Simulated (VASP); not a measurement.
# ZnSe (P-4m2) in VASP: a series of runs

The runs below take ZnSe through single point, with r2SCAN.

Everything below comes from runs of VASP 6.6.1. Logs are shortened: lines on timing, memory, paths and dates and some standing lists are left out, and cuts for length are marked.

## Step 1: The cell of the first run

Symmetry: P-4m2, No. 115, tetragonal system. Conventional cell: a = 4.008 Å, b = 4.008 Å, c = 5.668 Å, α = 90.00°, β = 90.00°, γ = 90.00°. Zn (site symmetry 2mm) has 4 Se at 2.29 to 2.64 Å within 3.0 Å. Se (site symmetry -4m2) has 4 Zn at 2.64 Å within 3.5 Å. Within 3.0 Å of Se (site symmetry -4m2) lie 4 Zn at 2.29 Å.

## Step 2: Single point, r2SCAN (atoms displaced along a vibrational mode)

The input, POSCAR:

```
ZnSe
1.0
    0.0000000000     -2.8338000000     -2.8338000000
    0.0000000000      2.8338000000     -2.8338000000
    5.6676000000      0.0000000000      0.0000000000
Zn Se
2 2
Direct
    0.5000000000      0.5000000000      0.5529324582
    0.0000000000      0.0000000000     -0.0529324582
    0.0000000000      0.5000000000      0.2500000000
    0.5000000000      0.0000000000      0.7500000000
```

The input, INCAR.step1:

```
PREC     = Accurate       # precision mode
ENCUT    = 520            # plane-wave cutoff, eV
ISMEAR   = 0              # smearing method
SIGMA    = 0.05           # smearing width, eV
LREAL    = False          # projectors in reciprocal space
LASPH    = True           # aspherical terms in the spheres
NELM     = 80             # most SCF steps
NBANDS   = 26             # bands
GGA      = PE             # functional
ALGO     = Normal         # electronic algorithm
EDIFF    = 1E-4           # SCF threshold, eV
LWAVE    = True           # write WAVECAR
LCHARG   = False          # write CHGCAR
```

The input, INCAR.step2:

```
PREC     = Accurate       # precision mode
ENCUT    = 520            # plane-wave cutoff, eV
EDIFF    = 1E-6           # SCF threshold, eV
ISMEAR   = 0              # smearing method
SIGMA    = 0.05           # smearing width, eV
LREAL    = False          # projectors in reciprocal space
LASPH    = True           # aspherical terms in the spheres
NELM     = 80             # most SCF steps
ALGO     = Normal         # electronic algorithm
ISIF     = 2              # what is computed and relaxed
LWAVE    = False          # write WAVECAR
LCHARG   = False          # write CHGCAR
METAGGA  = R2SCAN         # meta-GGA
LMIXTAU  = True         
NBANDS   = 26             # bands
ISTART   = 1
```

The input, KPOINTS:

```
Automatic mesh
0
Gamma
  8 8 6
```

Potentials or basis: VASP PAW PBE potentials, release 64 (Zn, Se).

The run is started by

```sh
$ cat potpaw_PBE.64/Zn/POTCAR potpaw_PBE.64/Se/POTCAR > POTCAR
$ cp INCAR.step1 INCAR
$ mpirun -np 1 vasp_std > vasp.out
$ cp INCAR.step2 INCAR
$ mpirun -np 1 vasp_std > vasp.out
```

OUTCAR:

```text
PREC = Accurate
   ENCUT = 520
   EDIFF = 1E-6
   ISMEAR = 0
   LREAL = False
   LASPH = True
   NELM = 80
   ISIF = 2
   METAGGA = R2SCAN
   ISTART = 1

 ion  position               nearest neighbor table
   1  0.500  0.500  0.553-   4 2.29   4 2.29   3 2.64   3 2.64
   2  0.000  0.000  0.947-   4 2.29   4 2.29   3 2.64   3 2.64
   3  0.000  0.500  0.250-   1 2.64   2 2.64   2 2.64   1 2.64
   4  0.500  0.000  0.750-   1 2.29   2 2.29   1 2.29   2 2.29

  LATTYP: Found a simple tetragonal cell.
 ALAT       =     4.0075983931
 C/A-ratio  =     1.4142135624

  Lattice vectors:

 A1 = (   0.0000000000,  -2.8338000000,  -2.8338000000)
 A2 = (   0.0000000000,   2.8338000000,  -2.8338000000)
 A3 = (   5.6676000000,   0.0000000000,   0.0000000000)

Analysis of symmetry for initial positions (statically):
=====================================================================
 Subroutine PRICEL returns:
 Original cell was already a primitive cell.

 Routine SETGRP: Setting up the symmetry group for a
 simple tetragonal supercell.

 Subroutine GETGRP returns: Found  8 space group operations
 (whereof  4 operations were pure point group operations)
 out of a pool of 16 trial point group operations.

The static configuration has the point symmetry C_2v.
 The point group associated with its full space group is D_2d.

Analysis of symmetry for dynamics (positions and initial velocities):
=====================================================================
 Subroutine PRICEL returns:
 Original cell was already a primitive cell.

 Routine SETGRP: Setting up the symmetry group for a
 simple tetragonal supercell.

 Subroutine GETGRP returns: Found  8 space group operations
 (whereof  4 operations were pure point group operations)
 out of a pool of 16 trial point group operations.

The dynamic configuration has the point symmetry C_2v.
 The point group associated with its full space group is D_2d.

 Subroutine INISYM returns: Found  8 space group operations
 (whereof  4 operations are pure point group operations),
 and found     1 'primitive' translations

----------------------------------------------------------------------------------------

                                     Primitive cell

  volume of cell :      91.0264

  direct lattice vectors                    reciprocal lattice vectors
     0.000000000 -2.833800000 -2.833800000     0.000000000 -0.176441527 -0.176441527
     0.000000000  2.833800000 -2.833800000     0.000000000  0.176441527 -0.176441527
     5.667600000  0.000000000  0.000000000     0.176441527  0.000000000  0.000000000

  length of vectors
     4.007598393  4.007598393  5.667600000     0.249526001  0.249526001  0.176441527

  position of ions in fractional coordinates (direct lattice)
     0.500000000  0.500000000  0.552932458
     0.000000000  0.000000000  0.947067542
     0.000000000  0.500000000  0.250000000
     0.500000000  0.000000000  0.750000000

  ion indices of the primitive-cell ions
   primitive index   ion index
                 1           1
                 2           2
                 3           3
                 4           4

----------------------------------------------------------------------------------------

 KPOINTS: Automatic mesh

Automatic generation of k-mesh.
 Grid dimensions read from file:
 generate k-points for:    8    8    6

 Generating k-lattice:

  Cartesian coordinates                     Fractional coordinates (reciprocal lattice)
     0.000000000 -0.022055191 -0.022055191     0.125000000  0.000000000  0.000000000
     0.000000000  0.022055191 -0.022055191     0.000000000  0.125000000  0.000000000
     0.029406921  0.000000000  0.000000000     0.000000000  0.000000000  0.166666667

  Length of vectors
     0.031190750  0.031190750  0.029406921

  Shift w.r.t. Gamma in fractional coordinates (k-lattice)
     0.000000000  0.000000000  0.000000000

 Subroutine IBZKPT returns following result:
 ===========================================

 Found     60 irreducible k-points:

 Following reciprocal coordinates:
            Coordinates               Weight
  0.000000  0.000000  0.000000      1.000000
  0.125000  0.000000  0.000000      4.000000
  0.250000  0.000000  0.000000      4.000000
  0.375000  0.000000  0.000000      4.000000
  0.500000  0.000000  0.000000      2.000000
  0.125000  0.125000  0.000000      4.000000
[... 16 lines left out ...]
  0.375000  0.125000  0.166667     16.000000
  0.500000  0.125000  0.166667      8.000000
 [... further k-points ...]
   k-points           NKPTS =     60   k-points in BZ     NKDIM =     60   number of bands    NBANDS=     26
   number of dos      NEDOS =    301   number of ions     NIONS =      4
   total plane-waves  NPLWV =  37800
   dimension x,y,z NGX =    30 NGY =   30 NGZ =   42
   dimension x,y,z NGXF=    60 NGYF=   60 NGZF=   84
   ions per type =               2   2
   NGX,Y,Z   is equivalent  to a cutoff of  12.44, 12.44, 12.32 a.u.
   NGXF,Y,Z  is equivalent  to a cutoff of  24.89, 24.89, 24.64 a.u.
 SYSTEM =  unknown system
   PREC   = accura    normal or accurate (medium, high low for compatibility)
   ISTART =      1    job   : 0-new  1-cont  2-samecut
   ICHARG =      0    charge: 1-file 2-atom 10-const
   ISPIN  =      1    spin polarized calculation?
   LNONCOLLINEAR =      F non collinear calculations
   LSORBIT =      F    spin-orbit coupling
   LASPH  =      T    aspherical Exc in radial PAW
   ENCUT  =  520.0 eV  38.22 Ry    6.18 a.u.   7.45  7.45 10.54*2*pi/ulx,y,z
   NELM   =     80;   NELMIN=  2; NELMDL=  0     # of ELM steps
   EDIFF  = 0.1E-05   stopping-criterion for ELM
   LREAL  =      F    real-space projection
   EDIFFG = 0.1E-04   stopping-criterion for IOM
   NSW    =      0    number of steps for IOM
   IBRION =     -1    ionic relax: 0-MD 1-quasi-New 2-CG
   NFREE  =      0    steps in history (QN), initial steepest desc. (CG)
   ISIF   =      2    stress and relaxation
   ISYM   =      2    0-nonsym 1-usesym 2-fastsym
   POTIM  = 0.5000    time-step for ionic-motion
   TEBEG  =    0.0;   TEEND  =   0.0 temperature during run
   PSTRESS=    0.0 pullay stress
   NELECT =      36.0000    total number of electrons
   NUPDOWN=      -1.0000    fix difference up-down
   EMIN   =  10.00;   EMAX   =-10.00  energy-range for DOS
   EFERMI =   0.00;   METHOD = LEGACY
   ISMEAR =     0;   SIGMA  =   0.05  broadening in eV -4-tet -1-fermi 0-gaus
   EFERMI_NEDOS =   21; number of points for ismear=-14 and -15
   IALGO  =     38    algorithm
   IMIX   =      4    mixing-type and parameters
     AMIX     =   0.40;   BMIX     =  1.00
     AMIX_MAG =   1.60;   BMIX_MAG =  1.00
  volume/ion in A,a.u.               =      22.76       153.57
  Fermi-wavevector in a.u.,A,eV,Ry     =   1.201673  2.270834 19.647073  1.444019
  Thomas-Fermi vector in A             =   2.337476
   LORBIT       =      0    0 simple, 1 ext, 2 COOP (PROOUT), +10 PAW based schemes
   METAGGA = R2SCAN    functional components
   LHFCALC =     F    Hartree Fock is set to
   AEXX    =    0.0000 exact exchange contribution
   IVDW    =     0    specifies the selected vdW correction
   LEPSILON=     F    determine dielectric tensor
   LRPA    =     F    only Hartree local field effects (RPA)
 non-spin polarized calculation
 Gauss-broadening in eV      SIGMA  =   0.05
  energy-cutoff  :      520.00
  volume of cell :       91.03
 maximum number of plane-waves:      2486
 NGX is ok and might be reduce to    30
   NGX = 15   NGY = 15   NGZ = 21

 number of electron      36.0000034 magnetization

 Free energy of the ion-electron system (eV)
  ---------------------------------------------------
  ext. energy  EPLUGINS =         0.00000000
  ---------------------------------------------------
  free energy    TOTEN  =       -48.96217829 eV

  energy without entropy =      -48.96217829  energy(sigma->0) =      -48.96217829

 E-fermi :   1.8813     XC(G=0):  -9.9161

 val. band max:        1.6154281706   @ k =   0.0000   0.0000   0.0000
 cond. band min:       2.8029173243   @ k =   0.0000   0.0000   0.0000
 fundamental gap:      1.1874891537
 Fermi energy:         1.8813172724

 k-point     1 :       0.0000    0.0000    0.0000
  band No.  band energies     occupation
      1     -13.2654      2.00000
      2     -10.6717      2.00000
      3      -6.0264      2.00000
      4      -5.9137      2.00000
      5      -5.9137      2.00000
      6      -5.4411      2.00000
[... 18 lines left out ...]
     25      11.6571      0.00000
     26      12.7767      0.00000

 k-point     2 :       0.1250    0.0000    0.0000
  band No.  band energies     occupation
      1     -13.2118      2.00000
      2     -10.6531      2.00000
      3      -6.0061      2.00000
      4      -5.9164      2.00000
      5      -5.8931      2.00000
      6      -5.4431      2.00000
[... 18 lines left out ...]
     25      11.4590      0.00000
     26      11.5660      0.00000

 k-point     3 :       0.2500    0.0000    0.0000
  band No.  band energies     occupation
      1     -13.0750      2.00000
      2     -10.6113      2.00000
      3      -5.9622      2.00000
      4      -5.9237      2.00000
      5      -5.8275      2.00000
      6      -5.4597      2.00000
[... 18 lines left out ...]
     25      10.4224      0.00000
     26      10.5892      0.00000

 k-point     4 :       0.3750    0.0000    0.0000
  band No.  band energies     occupation
      1     -12.9260      2.00000
      2     -10.5758      2.00000
      3      -5.9321      2.00000
      4      -5.9010      2.00000
      5      -5.7508      2.00000
      6      -5.4721      2.00000
[... 18 lines left out ...]
     25       9.9579      0.00000
     26      10.2046      0.00000
[... 496 lines left out ...]
      1     -13.0145      2.00000
      2     -10.5984      2.00000
      3      -5.9609      2.00000
      4      -5.9340      2.00000
      5      -5.7864      2.00000
      6      -5.4432      2.00000
[... 18 lines left out ...]
     25       9.3457      0.00000
     26      10.7777      0.00000

 k-point    23 :       0.3750    0.1250    0.1667
  band No.  band energies     occupation
      1     -12.8745      2.00000
      2     -10.5387      2.00000
      3      -5.9483      2.00000
      4      -5.9050      2.00000
      5      -5.7076      2.00000
      6      -5.4463      2.00000
[... 18 lines left out ...]
     25       9.6205      0.00000
     26      10.7123      0.00000

 k-point    24 :       0.5000    0.1250    0.1667
  band No.  band energies     occupation
      1     -12.8130      2.00000
      2     -10.5150      2.00000
      3      -5.9518      2.00000
      4      -5.8702      2.00000
      5      -5.6746      2.00000
      6      -5.4370      2.00000
[... 18 lines left out ...]
     25       9.6006      0.00000
     26      10.4280      0.00000

 [... further k-points ...]

------------------------ aborting loop because EDIFF is reached ----------------------------------------

  FORCE on cell =-STRESS in cart. coord.  units (eV):
  Direction    XX          YY          ZZ          XY          YZ          ZX
  --------------------------------------------------------------------------------------
  -------------------------------------------------------------------------------------
  Total       -0.5821092      2.3348932      2.3348932      0.0000000      0.0000000      0.0000000
  in kB      -10.2458376     41.0969904     41.0969904      0.0000000      0.0000000      0.0000000
  external PRESSURE =      23.9827144 kB  Pullay stress =       0.0000000 kB

 VOLUME and BASIS-vectors are now :
 -----------------------------------------------------------------------------
  energy-cutoff  :      520.00
  volume of cell :       91.03
      direct lattice vectors                 reciprocal lattice vectors
     0.000000000 -2.833800000 -2.833800000     0.000000000 -0.176441527 -0.176441527
     0.000000000  2.833800000 -2.833800000     0.000000000  0.176441527 -0.176441527
     5.667600000  0.000000000  0.000000000     0.176441527  0.000000000  0.000000000

 POSITION                                       TOTAL-FORCE (eV/Angst)
 -----------------------------------------------------------------------------------
      3.13380      0.00000     -2.83380        -2.801278     -0.000000      0.000000
      5.36760      0.00000      0.00000         2.801278      0.000000     -0.000000
      1.41690      1.41690     -1.41690         0.000000     -0.000000      0.000000
      4.25070     -1.41690     -1.41690         0.000000     -0.000000      0.000000
 -----------------------------------------------------------------------------------
    total drift:                                0.000000      0.000000     -0.000000

  FREE ENERGIE OF THE ION-ELECTRON SYSTEM (eV)
  ---------------------------------------------------
  free  energy   TOTEN  =       -48.9621782863 eV

  energy  without entropy=      -48.9621782863  energy(sigma->0) =      -48.96217829
```

Run time: 3.6 min. Hardware: 1 thread of AMD EPYC 9R45 (Zen 5), shared host; peak memory 0.25 GiB.

Results:

| Item | Value |
| --- | --- |
| Free energy | -48.9622 eV |
| Pressure | 2.4 GPa |
| Largest force | 2.801 eV/Å |
| Band gap on the k mesh | 1.19 eV |

Forces in eV/Å, atoms in the order of the input:
```
Zn  -2.801  0.000  0.000
Zn   2.801  0.000  0.000
Se   0.000  0.000  0.000
Se   0.000  0.000  0.000
```

Caveat: the cell differs from its parent crystal (atoms displaced along a vibrational mode); the stress differs along the axes, from -1 to 4 GPa; the PAW data sets were made with another functional, which shifts forces and pressure a little.

## Step 3: Single point, r2SCAN (atoms displaced along a vibrational mode)

Edit POSCAR of step 2 so:

```diff
@@ -8,4 +8,4 @@
 Direct
-    0.5000000000      0.5000000000      0.5529324582
-    0.0000000000      0.0000000000     -0.0529324582
+    0.5000000000      0.5000000000      0.4603006564
+    0.0000000000      0.0000000000      0.0396993436
     0.0000000000      0.5000000000      0.2500000000
```

The input, INCAR.step1:

```
SYSTEM = ZnSe
ALGO = Normal
EDIFF = 1E-4
ENCUT = 520
GGA = PE
ISMEAR = 0
LASPH = .True.
LCHARG = .False.
LREAL = .False.
LWAVE = .True.
NBANDS = 26
NELM = 80
PREC = Accurate
SIGMA = 0.05
```

The input, INCAR.step2:

```
SYSTEM = ZnSe
ALGO = Normal
EDIFF = 1E-6
ENCUT = 520
ISIF = 2
ISMEAR = 0
ISTART = 1
LASPH = .True.
LCHARG = .True.
LELF = .True.
LMIXTAU = .True.
LREAL = .False.
LVHAR = .True.
LWAVE = .False.
METAGGA = R2SCAN
NBANDS = 26
NELM = 80
PREC = Accurate
SIGMA = 0.05
```

The input, KPOINTS:

```
k-points
0
Gamma
  8 8 6
  0 0 0
```

Potentials or basis: VASP PAW PBE potentials, release 64 (Zn, Se).

The run is started by

```sh
$ cat potpaw_PBE.64/Zn/POTCAR potpaw_PBE.64/Se/POTCAR > POTCAR
$ cp INCAR.step1 INCAR
$ mpirun -np 1 vasp_std > vasp.out
$ cp INCAR.step2 INCAR
$ mpirun -np 1 vasp_std > vasp.out
```

Wall time 4.1 min (1 thread of AMD EPYC 9R45 (Zen 5), shared host); peak memory 0.25 GiB.

It converged, with:

```
Free energy            : -49.3334 eV
Pressure               : 1.4 GPa
Largest force          : 2.128 eV/Å
Band gap on the k mesh : 1.46 eV
```

Forces on the atoms (eV/Å):
```
Zn   2.128  0.000  0.000
Zn  -2.128  0.000  0.000
Se   0.000  0.000  0.000
Se   0.000  0.000  0.000
```

Stress tensor (GPa, compression positive):
```
-0.55  0.00  0.00
 0.00  2.34  0.00
 0.00  0.00  2.34
```

Levels at points of the mesh, in eV from the valence-band top:
| k point | band 14 | band 15 | band 16 | band 17 | band 18 | band 19 | band 20 | band 21 | band 22 | band 23 |
| --- | --- | --- | --- | --- | --- | --- | --- | --- | --- | --- |
| (0.00, 0.00, 0.00) | -2.67 | -2.67 | -0.14 | 0.00 | 0.00 | 1.46 | 3.31 | 3.32 | 6.15 | 6.15 |
| (0.50, 0.00, 0.00) | -3.95 | -2.61 | -2.57 | -1.84 | -0.43 | 3.79 | 4.98 | 6.06 | 6.61 | 6.92 |
| (0.50, 0.50, 0.00) | -5.16 | -2.97 | -2.16 | -2.16 | -1.89 | 2.10 | 3.65 | 3.65 | 4.12 | 11.04 |
| (0.00, 0.00, 0.50) | -2.83 | -2.25 | -2.25 | -0.71 | -0.71 | 3.40 | 3.54 | 4.85 | 5.11 | 8.01 |
| (0.50, 0.00, 0.50) | -4.96 | -1.82 | -1.02 | -0.97 | -0.36 | 2.65 | 2.91 | 6.02 | 6.19 | 7.21 |
| (0.50, 0.50, 0.50) | -5.09 | -3.25 | -2.72 | -2.72 | -2.64 | 4.85 | 5.82 | 5.82 | 6.35 | 6.95 |

Caveat: the cell differs from its parent crystal (atoms displaced along a vibrational mode); the PAW data sets were made with another functional, which shifts forces and pressure a little.

(Part 1 of 2 ends here.)
